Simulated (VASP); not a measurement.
# AlNi in VASP: relaxation of the atoms with PBE+D3(BJ)

Aim: the relaxation of the atoms of AlNi with PBE+D3(BJ).

Program: VASP 6.6.1. These are calculated values, not measurements. Logs are shortened: lines on timing, memory, paths and dates and some standing lists are left out, and cuts for length are marked.

## Step 1: The cell of the first run

The cell holds a slab with vacuum, 8 atoms: a = 2.857 Å, b = 4.041 Å, c = 23.062 Å, α = 90.00°, β = 90.00°, γ = 90.00°.

## Step 2: Relaxation of the atoms, PBE+D3(BJ)

The input, INCAR:

```
SYSTEM = AlNi
PREC = Accurate ; ENCUT = 520
EDIFF = 1E-6 ; ISMEAR = 0
SIGMA = 0.1 ; LREAL = .False.
LASPH = .True. ; NELM = 60
ALGO = Fast ; ISIF = 2
LWAVE = .False. ; LCHARG = .False.
LDIPOL = .True. ; IDIPOL = 3
DIPOL = 0.5 0.5 0.500 ; GGA = PE
IVDW = 12 ; IBRION = 2
NSW = 90 ; EDIFFG = -0.03
KPAR = 4
```

The input, KPOINTS:

```
regular mesh
0
Gamma
  10 7 1
  0 0 0
```

The input, POSCAR:

```
AlNi
1.0
    2.8574230046      0.0000000000      0.0000000000
    0.0000000000      4.0410063666      0.0000000000
    0.0000000000      0.0000000000     23.0615095499
Al Ni
4 4
Selective dynamics
Direct
    0.0000000000      0.5000000000      0.3685795148  F F F
    0.0000000000      0.0000000000      0.4561931716  F F F
    0.0000000000      0.5000000000      0.5438068284  T T T
    0.0000000000      0.0000000000      0.6314204852  T T T
    0.5000000000      0.0000000000      0.3685795148  F F F
    0.5000000000      0.5000000000      0.4561931716  F F F
    0.5000000000      0.0000000000      0.5438068284  T T T
    0.5000000000      0.5000000000      0.6314204852  T T T
```

Potentials or basis: VASP PAW PBE potentials, release 64 (Al, Ni).

On the command line:

```console
$ cat potpaw_PBE.64/Al/POTCAR potpaw_PBE.64/Ni/POTCAR > POTCAR
$ mpirun -np 4 vasp_std > vasp.out
```

OUTCAR:

```text
SYSTEM = AlNi
   PREC = Accurate
   ENCUT = 520
   EDIFF = 1E-6
   ISMEAR = 0
   LREAL = .False.
   LASPH = .True.
   NELM = 60
   ISIF = 2
   GGA = PE
   IVDW = 12
   IBRION = 2
   NSW = 90
   EDIFFG = -0.03
 IVDW          = 12

 ion  position               nearest neighbor table
   1  0.000  0.500  0.369-   6 2.47   6 2.47   5 2.47   5 2.47   5 2.47   5 2.47   2 2.86   2 2.86

   2  0.000  0.000  0.456-   5 2.47   7 2.47   5 2.47   7 2.47   6 2.47   6 2.47   6 2.47   6 2.47
                             1 2.86   1 2.86   3 2.86   3 2.86
   3  0.000  0.500  0.544-   6 2.47   8 2.47   6 2.47   8 2.47   7 2.47   7 2.47   7 2.47   7 2.47
                             2 2.86   2 2.86   4 2.86   4 2.86
   4  0.000  0.000  0.631-   7 2.47   7 2.47   8 2.47   8 2.47   8 2.47   8 2.47   3 2.86   3 2.86

   5  0.500  0.000  0.369-   2 2.47   2 2.47   1 2.47   1 2.47   1 2.47   1 2.47   6 2.86   6 2.86

   6  0.500  0.500  0.456-   1 2.47   3 2.47   1 2.47   3 2.47   2 2.47   2 2.47   2 2.47   2 2.47
                             7 2.86   5 2.86   5 2.86   7 2.86
   7  0.500  0.000  0.544-   2 2.47   4 2.47   2 2.47   4 2.47   3 2.47   3 2.47   3 2.47   3 2.47
                             8 2.86   6 2.86   6 2.86   8 2.86
   8  0.500  0.500  0.631-   3 2.47   3 2.47   4 2.47   4 2.47   4 2.47   4 2.47   7 2.86   7 2.86

  LATTYP: Found a simple orthorhombic cell.
 ALAT       =     2.8574230046
 B/A-ratio  =     1.4142135624
 C/A-ratio  =     8.0707369937

  Lattice vectors:

 A1 = (   2.8574230046,   0.0000000000,   0.0000000000)
 A2 = (   0.0000000000,   4.0410063666,   0.0000000000)
 A3 = (   0.0000000000,   0.0000000000,  23.0615095499)

Analysis of symmetry for initial positions (statically):
=====================================================================
 Subroutine PRICEL returns:
 Original cell was already a primitive cell.

 Routine SETGRP: Setting up the symmetry group for a
 simple orthorhombic supercell.

 Subroutine GETGRP returns: Found  8 space group operations
 (whereof  4 operations were pure point group operations)
 out of a pool of  8 trial point group operations.

The static configuration has the point symmetry C_2v.
 The point group associated with its full space group is D_2h.

Analysis of symmetry for dynamics (positions and initial velocities):
=====================================================================
 Subroutine PRICEL returns:
 Original cell was already a primitive cell.

 Routine SETGRP: Setting up the symmetry group for a
 simple orthorhombic supercell.

 Subroutine GETGRP returns: Found  8 space group operations
 (whereof  4 operations were pure point group operations)
 out of a pool of  8 trial point group operations.

The dynamic configuration has the point symmetry C_2v.
 The point group associated with its full space group is D_2h.

Analysis of constrained symmetry for selective dynamics:
=====================================================================
 Subroutine PRICEL returns:
 Original cell was already a primitive cell.

 Routine SETGRP: Setting up the symmetry group for a
 simple orthorhombic supercell.

 Subroutine GETGRP returns: Found  4 space group operations
 (whereof  4 operations were pure point group operations)
 out of a pool of  8 trial point group operations.

The constrained configuration has the point symmetry C_2v.

 Subroutine INISYM returns: Found  4 space group operations
 (whereof  4 operations are pure point group operations),
 and found     1 'primitive' translations

----------------------------------------------------------------------------------------

                                     Primitive cell

  volume of cell :     266.2881

  direct lattice vectors                    reciprocal lattice vectors
     2.857423005  0.000000000  0.000000000     0.349965685  0.000000000  0.000000000
     0.000000000  4.041006367  0.000000000     0.000000000  0.247463109  0.000000000
[... 53 lines left out ...]
            Coordinates               Weight
  0.000000  0.000000  0.000000      1.000000
  0.100000  0.000000  0.000000      2.000000
  0.200000  0.000000  0.000000      2.000000
  0.300000  0.000000  0.000000      2.000000
  0.400000  0.000000  0.000000      2.000000
  0.500000  0.000000  0.000000      1.000000
[... 16 lines left out ...]
  0.400000  0.428571  0.000000      4.000000
  0.500000  0.428571  0.000000      2.000000
   k-points           NKPTS =     24   k-points in BZ     NKDIM =     24   number of bands    NBANDS=     31
   number of dos      NEDOS =    301   number of ions     NIONS =      8
   total plane-waves  NPLWV = 129600
   dimension x,y,z NGX =    24 NGY =   30 NGZ =  180
   dimension x,y,z NGXF=    48 NGYF=   60 NGZF=  360
   ions per type =               4   4
   NGX,Y,Z   is equivalent  to a cutoff of  13.96, 12.34, 12.98 a.u.
   NGXF,Y,Z  is equivalent  to a cutoff of  27.93, 24.68, 25.95 a.u.
 SYSTEM =  AlNi
   PREC   = accura    normal or accurate (medium, high low for compatibility)
   ISTART =      0    job   : 0-new  1-cont  2-samecut
   ICHARG =      2    charge: 1-file 2-atom 10-const
   ISPIN  =      1    spin polarized calculation?
   LNONCOLLINEAR =      F non collinear calculations
   LSORBIT =      F    spin-orbit coupling
   LASPH  =      T    aspherical Exc in radial PAW
   ENCUT  =  520.0 eV  38.22 Ry    6.18 a.u.   5.31  7.51 42.88*2*pi/ulx,y,z
   NELM   =     60;   NELMIN=  2; NELMDL= -5     # of ELM steps
   EDIFF  = 0.1E-05   stopping-criterion for ELM
   LREAL  =      F    real-space projection
   EDIFFG = -.3E-01   stopping-criterion for IOM
   NSW    =     90    number of steps for IOM
   IBRION =      2    ionic relax: 0-MD 1-quasi-New 2-CG
   NFREE  =      1    steps in history (QN), initial steepest desc. (CG)
   ISIF   =      2    stress and relaxation
   ISYM   =      2    0-nonsym 1-usesym 2-fastsym
   POTIM  = 0.5000    time-step for ionic-motion
   TEBEG  =    0.0;   TEEND  =   0.0 temperature during run
   PSTRESS=    0.0 pullay stress
   NELECT =      52.0000    total number of electrons
   NUPDOWN=      -1.0000    fix difference up-down
   EMIN   =  10.00;   EMAX   =-10.00  energy-range for DOS
   EFERMI =   0.00;   METHOD = LEGACY
   ISMEAR =     0;   SIGMA  =   0.10  broadening in eV -4-tet -1-fermi 0-gaus
   EFERMI_NEDOS =   21; number of points for ismear=-14 and -15
   IALGO  =     68    algorithm
   IMIX   =      4    mixing-type and parameters
     AMIX     =   0.40;   BMIX     =  1.00
     AMIX_MAG =   1.60;   BMIX_MAG =  1.00
  volume/ion in A,a.u.               =      33.29       224.63
  Fermi-wavevector in a.u.,A,eV,Ry     =   0.949785  1.794834 12.273703  0.902092
  Thomas-Fermi vector in A             =   2.078101
   LORBIT       =      0    0 simple, 1 ext, 2 COOP (PROOUT), +10 PAW based schemes
   GGA     = PE    functional components
   LHFCALC =     F    Hartree Fock is set to
   AEXX    =    0.0000 exact exchange contribution
   IVDW    =    12    specifies the selected vdW correction
   LEPSILON=     F    determine dielectric tensor
   LRPA    =     F    only Hartree local field effects (RPA)
 conjugate gradient relaxation of ions
 non-spin polarized calculation
 RMM-DIIS sequential band-by-band and
 Gauss-broadening in eV      SIGMA  =   0.10
  energy-cutoff  :      520.00
  volume of cell :      266.29
 maximum number of plane-waves:      7207
 NGX is ok and might be reduce to    24
   NGX = 11   NGY = 15   NGZ = 85

--------------------------------------- Ionic step        1  -------------------------------------------

 number of electron      51.9999996 magnetization

 Free energy of the ion-electron system (eV)
  ---------------------------------------------------
  ext. energy  EPLUGINS =         0.00000000
  ---------------------------------------------------
  free energy    TOTEN  =       -39.77720473 eV

  energy without entropy =      -39.74547509  energy(sigma->0) =      -39.76133991

------------------------ aborting loop because EDIFF is reached ----------------------------------------

 Edisp (eV)   -2.65399

 E8    (eV) :    -1.2157
[... 77 lines left out ...]
  FREE ENERGIE OF THE ION-ELECTRON SYSTEM (eV)
  ---------------------------------------------------
  free  energy   TOTEN  =       -42.4578876282 eV

  energy  without entropy=      -42.4255877157  energy(sigma->0) =      -42.44173767

 dipolmoment           0.000000      0.000000      0.003655 electrons x Angstroem

--------------------------------------- Ionic step        3  -------------------------------------------

 number of electron      51.9999997 magnetization

------------------------ aborting loop because EDIFF is reached ----------------------------------------

 vacuum level on the upper side and lower side of the slab       (xc-potential included)        -0.200        -0.038

 Edisp (eV)   -2.64534

 E8    (eV) :    -1.2118

  FORCE on cell =-STRESS in cart. coord.  units (eV):
  Direction    XX          YY          ZZ          XY          YZ          ZX
  --------------------------------------------------------------------------------------
  -------------------------------------------------------------------------------------
  Total      -3.76471    -2.95799     0.15860     0.00000     0.00000     0.00000
  in kB     -22.65116   -17.79734     0.95427     0.00000     0.00000     0.00000
  external pressure =      -13.16 kB  Pullay stress =        0.00 kB
[... 213 lines left out ...]
--------------------------------------- Ionic step        8  -------------------------------------------

 number of electron      52.0000000 magnetization

 dipolmoment           0.000000      0.000000     -0.008481 electrons x Angstroem

 Free energy of the ion-electron system (eV)
  ---------------------------------------------------
  ext. energy  EPLUGINS =         0.00000000
  ---------------------------------------------------
  free energy    TOTEN  =       -39.83550303 eV

  energy without entropy =      -39.80144760  energy(sigma->0) =      -39.81847532

 E-fermi :   0.5457     XC(G=0):  -5.1557

 val. band max:        0.5296845524   @ k =   0.5000   0.2857   0.0000
 cond. band min:       0.5646504153   @ k =   0.3000   0.2857   0.0000
 fundamental gap:      0.0349658629
 Fermi energy:         0.5456914985

 k-point     1 :       0.0000    0.0000    0.0000
  band No.  band energies     occupation
      1     -10.1955      2.00000
      2      -8.7263      2.00000
      3      -6.7660      2.00000
      4      -5.0238      2.00000
      5      -3.1212      2.00000
      6      -2.8597      2.00000
[... 805 lines left out ...]
     30       2.6982      0.00000
     31       2.9320      0.00000

------------------------ aborting loop because EDIFF is reached ----------------------------------------

 vacuum level on the upper side and lower side of the slab       (xc-potential included)        -0.087         0.048

 Edisp (eV)   -2.64425

 E8    (eV) :    -1.2112

  FORCE on cell =-STRESS in cart. coord.  units (eV):
  Direction    XX          YY          ZZ          XY          YZ          ZX
  --------------------------------------------------------------------------------------
  -------------------------------------------------------------------------------------
  Total      -3.92389    -3.13422     0.01113     0.00000     0.00000     0.00000
  in kB     -23.60886   -18.85769     0.06697     0.00000     0.00000     0.00000
  external pressure =      -14.13 kB  Pullay stress =        0.00 kB
[... 23 lines left out ...]
  FREE ENERGIE OF THE ION-ELECTRON SYSTEM (eV)
  ---------------------------------------------------
  free  energy   TOTEN  =       -42.4797518296 eV

  energy  without entropy=      -42.4456963953  energy(sigma->0) =      -42.46272411

 reached required accuracy - stopping structural energy minimisation

 vacuum level on the upper side and lower side of the slab         5.252         5.393
```

Run time: 9.4 min. Hardware: 4 MPI ranks of Oxide Virtual Turin-like, shared host; peak memory 0.47 GiB.

What came out:

```
Free energy                : -42.4798 eV
Energy gained by relaxing  : 6.1 meV/atom
Ionic steps                : 8
Band gap on the k mesh     : zero (bands 26 and 27 overlap by 1.26 eV)
Dispersion energy per atom : -0.331 eV
```

The path:
| step | energy change (eV) | largest force on free atoms (eV/Å) | pressure (GPa) |
| --- | --- | --- | --- |
| 1 | 0.0000 | 0.5775 | -1.28 |
| 2 | -0.0267 | 0.3702 | -1.29 |
| 3 | -0.0430 | 0.2001 | -1.32 |
| 4 | -0.0460 | 0.1008 | -1.31 |
| 5 | -0.0476 | 0.0853 | -1.38 |
| 6 | -0.0477 | 0.0868 | -1.38 |
| 7 | -0.0484 | 0.0369 | -1.38 |
| 8 | -0.0486 | 0.0190 | -1.41 |

Final structure:
```
CELL_PARAMETERS angstrom
2.85742 0.00000 0.00000
0.00000 4.04101 0.00000
0.00000 0.00000 23.06151
ATOMIC_POSITIONS crystal
Al 0.00000 0.50000 0.36858
Al 0.00000 0.00000 0.45619
Al 0.00000 0.50000 0.54426
Al 0.00000 0.00000 0.63556
Ni 0.50000 0.00000 0.36858
Ni 0.50000 0.50000 0.45619
Ni 0.50000 0.00000 0.54255
Ni 0.50000 0.50000 0.62797
```

The gap in the log of VASP goes by the Fermi energy; the results here count the filled bands.